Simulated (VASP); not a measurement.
# LiCl (Fm-3m) in VASP: settings compared, part 2 of 2

VASP 6.6.1. Earlier steps stand in the parts before.

### Step 3. Single point, PBE

Contents of INCAR:

```
SYSTEM = LiCl
ALGO = Normal
EDIFF = 1E-6
ENCUT = 520
GGA = PE
ISIF = 2
ISMEAR = -1
LASPH = .True.
LCHARG = .False.
LREAL = .False.
LWAVE = .False.
NBANDS = 12
NELM = 80
PREC = Accurate
SIGMA = 0.04
```

Contents of KPOINTS:

```
k-points
0
Gamma
  5 5 5
  0 0 0
```

Contents of POSCAR:

```
LiCl
1.0
    0.0000000000      2.5647700000      2.5647700000
    2.5647700000      0.0000000000      2.5647700000
    2.5647700000      2.5647700000      0.0000000000
Cl Li
1 1
Direct
    0.5000000000      0.5000000000      0.5000000000
    0.0000000000      0.0000000000      0.0000000000
```

Potentials or basis: VASP PAW PBE potentials, release 64 (Cl, Li_sv).

On the command line:

```console
$ cat potpaw_PBE.64/Cl/POTCAR potpaw_PBE.64/Li_sv/POTCAR > POTCAR
$ mpirun -np 1 vasp_std > vasp.out
```

OUTCAR:

```text
SYSTEM = LiCl
   EDIFF = 1E-6
   ENCUT = 520
   GGA = PE
   ISIF = 2
   ISMEAR = -1
   LASPH = .True.
   LREAL = .False.
   NELM = 80
   PREC = Accurate

 ion  position               nearest neighbor table
   1  0.500  0.500  0.500-   2 2.56   2 2.56   2 2.56   2 2.56   2 2.56   2 2.56
   2  0.000  0.000  0.000-   1 2.56   1 2.56   1 2.56   1 2.56   1 2.56   1 2.56

  LATTYP: Found a face centered cubic cell.
 ALAT       =     5.1295400000

  Lattice vectors:

 A1 = (   0.0000000000,   2.5647700000,   2.5647700000)
 A2 = (   2.5647700000,   0.0000000000,   2.5647700000)
 A3 = (   2.5647700000,   2.5647700000,   0.0000000000)

Analysis of symmetry for initial positions (statically):
=====================================================================
 Subroutine PRICEL returns:
 Original cell was already a primitive cell.

 Routine SETGRP: Setting up the symmetry group for a
 face centered cubic supercell.

 Subroutine GETGRP returns: Found 48 space group operations
 (whereof 48 operations were pure point group operations)
 out of a pool of 48 trial point group operations.

The static configuration has the point symmetry O_h .

Analysis of symmetry for dynamics (positions and initial velocities):
=====================================================================
 Subroutine PRICEL returns:
 Original cell was already a primitive cell.

 Routine SETGRP: Setting up the symmetry group for a
 face centered cubic supercell.

 Subroutine GETGRP returns: Found 48 space group operations
 (whereof 48 operations were pure point group operations)
 out of a pool of 48 trial point group operations.

The dynamic configuration has the point symmetry O_h .

 Subroutine INISYM returns: Found 48 space group operations
 (whereof 48 operations are pure point group operations),
 and found     1 'primitive' translations

----------------------------------------------------------------------------------------

                                     Primitive cell

  volume of cell :      33.7423

  direct lattice vectors                    reciprocal lattice vectors
     0.000000000  2.564770000  2.564770000    -0.194949255  0.194949255  0.194949255
     2.564770000  0.000000000  2.564770000     0.194949255 -0.194949255  0.194949255
     2.564770000  2.564770000  0.000000000     0.194949255  0.194949255 -0.194949255

  length of vectors
     3.627132518  3.627132518  3.627132518     0.337662014  0.337662014  0.337662014

  position of ions in fractional coordinates (direct lattice)
     0.500000000  0.500000000  0.500000000
     0.000000000  0.000000000  0.000000000

  ion indices of the primitive-cell ions
   primitive index   ion index
                 1           1
                 2           2

----------------------------------------------------------------------------------------

 KPOINTS: k-points

Automatic generation of k-mesh.
 Grid dimensions read from file:
 generate k-points for:    5    5    5

 Generating k-lattice:

  Cartesian coordinates                     Fractional coordinates (reciprocal lattice)
    -0.038989851  0.038989851  0.038989851     0.200000000  0.000000000  0.000000000
[... 23 lines left out ...]
  0.400000  0.400000  0.000000      6.000000
 -0.400000  0.400000  0.000000     12.000000
 -0.400000  0.400000  0.200000     24.000000
   k-points           NKPTS =     10   k-points in BZ     NKDIM =     10   number of bands    NBANDS=     12
   number of dos      NEDOS =    301   number of ions     NIONS =      2
   total plane-waves  NPLWV =  21952
   dimension x,y,z NGX =    28 NGY =   28 NGZ =   28
   dimension x,y,z NGXF=    56 NGYF=   56 NGZF=   56
   ions per type =               1   1
   NGX,Y,Z   is equivalent  to a cutoff of  12.83, 12.83, 12.83 a.u.
   NGXF,Y,Z  is equivalent  to a cutoff of  25.67, 25.67, 25.67 a.u.
 SYSTEM =  LiCl
   PREC   = accura    normal or accurate (medium, high low for compatibility)
   ISTART =      0    job   : 0-new  1-cont  2-samecut
   ICHARG =      2    charge: 1-file 2-atom 10-const
   ISPIN  =      1    spin polarized calculation?
   LNONCOLLINEAR =      F non collinear calculations
   LSORBIT =      F    spin-orbit coupling
   LASPH  =      T    aspherical Exc in radial PAW
   ENCUT  =  520.0 eV  38.22 Ry    6.18 a.u.   6.74  6.74  6.74*2*pi/ulx,y,z
   NELM   =     80;   NELMIN=  2; NELMDL= -5     # of ELM steps
   EDIFF  = 0.1E-05   stopping-criterion for ELM
   LREAL  =      F    real-space projection
   EDIFFG = 0.1E-04   stopping-criterion for IOM
   NSW    =      0    number of steps for IOM
   IBRION =     -1    ionic relax: 0-MD 1-quasi-New 2-CG
   NFREE  =      0    steps in history (QN), initial steepest desc. (CG)
   ISIF   =      2    stress and relaxation
   ISYM   =      2    0-nonsym 1-usesym 2-fastsym
   POTIM  = 0.5000    time-step for ionic-motion
   TEBEG  =    0.0;   TEEND  =   0.0 temperature during run
   PSTRESS=    0.0 pullay stress
   NELECT =      10.0000    total number of electrons
   NUPDOWN=      -1.0000    fix difference up-down
   EMIN   =  10.00;   EMAX   =-10.00  energy-range for DOS
   EFERMI =   0.00;   METHOD = LEGACY
   ISMEAR =    -1;   SIGMA  =   0.04  broadening in eV -4-tet -1-fermi 0-gaus
   EFERMI_NEDOS =   21; number of points for ismear=-14 and -15
   IALGO  =     38    algorithm
   IMIX   =      4    mixing-type and parameters
     AMIX     =   0.40;   BMIX     =  1.00
     AMIX_MAG =   1.60;   BMIX_MAG =  1.00
  volume/ion in A,a.u.               =      16.87       113.85
  Fermi-wavevector in a.u.,A,eV,Ry     =   1.091482  2.062601 16.209056  1.191332
  Thomas-Fermi vector in A             =   2.227728
   LORBIT       =      0    0 simple, 1 ext, 2 COOP (PROOUT), +10 PAW based schemes
   GGA     = PE    functional components
   LHFCALC =     F    Hartree Fock is set to
   AEXX    =    0.0000 exact exchange contribution
   IVDW    =     0    specifies the selected vdW correction
   LEPSILON=     F    determine dielectric tensor
   LRPA    =     F    only Hartree local field effects (RPA)
 non-spin polarized calculation
  energy-cutoff  :      520.00
  volume of cell :       33.74
 maximum number of plane-waves:       922
   NGX = 13   NGY = 13   NGZ = 13

 number of electron      10.0000005 magnetization

 Free energy of the ion-electron system (eV)
  ---------------------------------------------------
  ext. energy  EPLUGINS =         0.00000000
  ---------------------------------------------------
  free energy    TOTEN  =        -7.38481176 eV

  energy without entropy =       -7.38481176  energy(sigma->0) =       -7.38481176

 E-fermi :   1.5804     XC(G=0):  -8.7303

 val. band max:        0.5807570579   @ k =   0.0000   0.0000   0.0000
 cond. band min:       6.9212261378   @ k =   0.0000   0.0000   0.0000
 fundamental gap:      6.3404690799
 Fermi energy:         1.5804025544

 k-point     1 :       0.0000    0.0000    0.0000
  band No.  band energies     occupation
      1     -42.9439      2.00000
      2     -12.8158      2.00000
      3       0.5808      2.00000
      4       0.5808      2.00000
      5       0.5808      2.00000
      6       6.9212      0.00000
      7      12.5184      0.00000
      8      12.5184      0.00000
      9      12.5184      0.00000
     10      15.1082      0.00000
     11      15.1083      0.00000
     12      15.1254      0.00000
[... 121 lines left out ...]
 k-point    10 :      -0.4000    0.4000    0.2000
  band No.  band energies     occupation
      1     -42.9406      2.00000
      2     -12.0707      2.00000
      3      -1.7444      2.00000
      4      -1.1438      2.00000
      5      -0.2815      2.00000
      6       9.8059      0.00000
      7      10.2017      0.00000
      8      10.4534      0.00000
      9      12.3150      0.00000
     10      15.4537      0.00000
     11      17.1148      0.00000
     12      19.3269      0.00000

------------------------ aborting loop because EDIFF is reached ----------------------------------------

  FORCE on cell =-STRESS in cart. coord.  units (eV):
  Direction    XX          YY          ZZ          XY          YZ          ZX
  --------------------------------------------------------------------------------------
  -------------------------------------------------------------------------------------
  Total        0.0639094      0.0639094      0.0639094     -0.0000000      0.0000000      0.0000000
  in kB        3.0345887      3.0345887      3.0345887     -0.0000000      0.0000000      0.0000000
  external PRESSURE =       3.0345887 kB  Pullay stress =       0.0000000 kB

 VOLUME and BASIS-vectors are now :
 -----------------------------------------------------------------------------
  energy-cutoff  :      520.00
  volume of cell :       33.74
      direct lattice vectors                 reciprocal lattice vectors
     0.000000000  2.564770000  2.564770000    -0.194949255  0.194949255  0.194949255
     2.564770000  0.000000000  2.564770000     0.194949255 -0.194949255  0.194949255
     2.564770000  2.564770000  0.000000000     0.194949255  0.194949255 -0.194949255

 POSITION                                       TOTAL-FORCE (eV/Angst)
 -----------------------------------------------------------------------------------
      2.56477      2.56477      2.56477        -0.000000     -0.000000      0.000000
      0.00000      0.00000      0.00000         0.000000      0.000000     -0.000000
 -----------------------------------------------------------------------------------
    total drift:                                0.000000      0.000000      0.000000

  FREE ENERGIE OF THE ION-ELECTRON SYSTEM (eV)
  ---------------------------------------------------
  free  energy   TOTEN  =        -7.3848117597 eV

  energy  without entropy=       -7.3848117597  energy(sigma->0) =       -7.38481176
```

OSZICAR:

```text
N       E                     dE             d eps       ncg     rms          rms(c)
DAV:   1     0.396778974133E+02    0.39678E+02   -0.39735E+03   240   0.774E+02
DAV:   2    -0.501798222945E+01   -0.44696E+02   -0.42585E+02   292   0.139E+02
DAV:   3    -0.737250818088E+01   -0.23545E+01   -0.23443E+01   316   0.331E+01
DAV:   4    -0.744911434825E+01   -0.76606E-01   -0.76588E-01   340   0.605E+00
DAV:   5    -0.744977358692E+01   -0.65924E-03   -0.65923E-03   312   0.537E-01    0.238E+00
DAV:   6    -0.737880369517E+01    0.70970E-01   -0.15297E-01   292   0.183E+00    0.170E+00
DAV:   7    -0.738060641460E+01   -0.18027E-02   -0.49696E-02   360   0.117E+00    0.927E-01
DAV:   8    -0.738479389323E+01   -0.41875E-02   -0.64140E-03   292   0.548E-01    0.155E-01
DAV:   9    -0.738475540534E+01    0.38488E-04   -0.19756E-04   280   0.983E-02    0.548E-02
DAV:  10    -0.738480317440E+01   -0.47769E-04   -0.12122E-04   276   0.741E-02    0.507E-02
DAV:  11    -0.738481090720E+01   -0.77328E-05   -0.13009E-05   304   0.229E-02    0.186E-03
DAV:  12    -0.738481203008E+01   -0.11229E-05   -0.51453E-07   260   0.529E-03    0.439E-03
DAV:  13    -0.738481175969E+01    0.27039E-06   -0.14241E-07   140   0.258E-03
   1 F= -.73848118E+01 E0= -.73848118E+01  d E =-.124571E-11
```

Run time: 3.2 s. Hardware: 1 thread of Intel Xeon 6975P-C (Granite Rapids), shared host; peak memory 0.14 GiB.

What came out:

| Item | Value |
| --- | --- |
| Free energy | -7.3848 eV |
| Band gap on the k mesh | 6.34 eV, direct |

Caveat: the k points lie up to 0.42 Å⁻¹ apart; the cutoff is under 1.25 times the usual one of these potentials, so pressure, stress and relaxed cells hold a basis-set (Pulay) error.

### Step 4. Single point, PBE

Contents of INCAR:

```
PREC     = Accurate       # precision mode
ENCUT    = 520            # plane-wave cutoff, eV
EDIFF    = 1E-6           # SCF threshold, eV
ISMEAR   = -1             # smearing method
SIGMA    = 0.02           # smearing width, eV
LREAL    = False          # projectors in reciprocal space
LASPH    = True           # aspherical terms in the spheres
NELM     = 80             # most SCF steps
ALGO     = Normal         # electronic algorithm
ISIF     = 2              # what is computed and relaxed
LWAVE    = False          # write WAVECAR
LCHARG   = True           # write CHGCAR
GGA      = PE             # functional
LELF     = True           # ELF
LVHAR    = True         
NBANDS   = 12             # bands
```

Contents of KPOINTS:

```
regular mesh
0
Gamma
  5 5 5
```

POSCAR is that of step 3.

On the command line:

```console
$ cat potpaw_PBE.64/Cl/POTCAR potpaw_PBE.64/Li_sv/POTCAR > POTCAR
$ mpirun -np 1 vasp_std > vasp.out
```

It took 3.7 s on 1 thread of Intel Xeon 6975P-C (Granite Rapids), shared host; peak memory 0.14 GiB.

Results (log left out):

```yaml
Free_energy: -7.3848 eV
Band_gap_on_the_k_mesh: 6.34 eV, direct
```

Levels at points of the mesh, in eV from the valence-band top:
| k point | band 2 | band 3 | band 4 | band 5 | band 6 | band 7 | band 8 | band 9 |
| --- | --- | --- | --- | --- | --- | --- | --- | --- |
| (0.00, 0.00, 0.00) | -13.40 | 0.00 | 0.00 | 0.00 | 6.34 | 11.94 | 11.94 | 11.94 |

Caveat: the k points lie up to 0.42 Å⁻¹ apart; the cutoff is under 1.25 times the usual one of these potentials, so pressure, stress and relaxed cells hold a basis-set (Pulay) error. Expect the measured gap to be larger: semilocal functionals such as PBE lack the derivative discontinuity.

### Step 5. Single point, PBEsol

This run uses another cell than the first one, of 16.21 Å³/atom, 0.961 times its volume.

Contents of INCAR:

```
SYSTEM = LiCl
ALGO = Normal ; EDIFF = 1E-7
ENCUT = 520 ; GGA = PS
ISIF = 2 ; ISMEAR = -1
LASPH = .TRUE. ; LCHARG = .FALSE.
LREAL = .FALSE. ; LWAVE = .FALSE.
NBANDS = 12 ; NELM = 80
PREC = Accurate ; SIGMA = 0.05
```

Contents of KPOINTS:

```
k-points
0
G
  9 9 9
  0 0 0
```

Contents of POSCAR:

```
LiCl
1.0
    0.0000000000      2.5309222215      2.5309222215
    2.5309222215      0.0000000000      2.5309222215
    2.5309222215      2.5309222215      0.0000000000
Cl Li
1 1
Direct
    0.5000000000      0.5000000000      0.5000000000
    0.0000000000      0.0000000000      0.0000000000
```

On the command line:

```console
$ cat potpaw_PBE.64/Cl/POTCAR potpaw_PBE.64/Li_sv/POTCAR > POTCAR
$ mpirun -np 1 vasp_std > vasp.out
```

It took 6.9 s on 1 thread of Intel Xeon 6975P-C (Granite Rapids), shared host; peak memory 0.15 GiB.

It converged, with:

* Free energy: -7.6391 eV
* Band gap on the k mesh: 6.37 eV, direct

Levels at points of the mesh, in eV from the valence-band top:
```
           k point  band 1  band 2  band 3  band 4  band 5  band 6  band 7  band 8  band 9  band 10
(0.00, 0.00, 0.00)  -42.75  -13.54    0.00    0.00    0.00    6.37   11.84   11.84   11.84    14.65
```

Caveat: the cutoff is under 1.25 times the usual one of these potentials, so pressure, stress and relaxed cells hold a basis-set (Pulay) error; the PAW data sets were made with another functional, which shifts forces and pressure a little. A k mesh can miss the band edges.

### Step 6. Summary

```csv
level,cell,k mesh,smearing,gap on the mesh (eV)
PBEsol,"a = 3.627 Å, angles 60.0°, 2 atoms",6 × 6 × 6,fermi-dirac 0.05 eV,6.14
PBE,"a = 3.627 Å, angles 60.0°, 2 atoms",5 × 5 × 5,fermi-dirac 0.04 eV,6.34
PBE,"a = 3.627 Å, angles 60.0°, 2 atoms",5 × 5 × 5,fermi-dirac 0.02 eV,6.34
PBEsol,"a = 3.579 Å, angles 60.0°, 2 atoms",9 × 9 × 9,fermi-dirac 0.05 eV,6.37
```

Alike in all rows: task single point; potentials or basis VASP PAW PBE potentials, release 64 (Cl, Li_sv); no spin polarisation; cutoff (eV) 520.

Caveats: some runs use coarse meshes; the cutoff is under 1.25 times the usual one of these potentials, so pressure, stress and relaxed cells hold a basis-set (Pulay) error; the PAW data sets were made with another functional, which shifts forces and pressure a little (some runs).

Absolute energies hang on the potentials; compare differences alone.
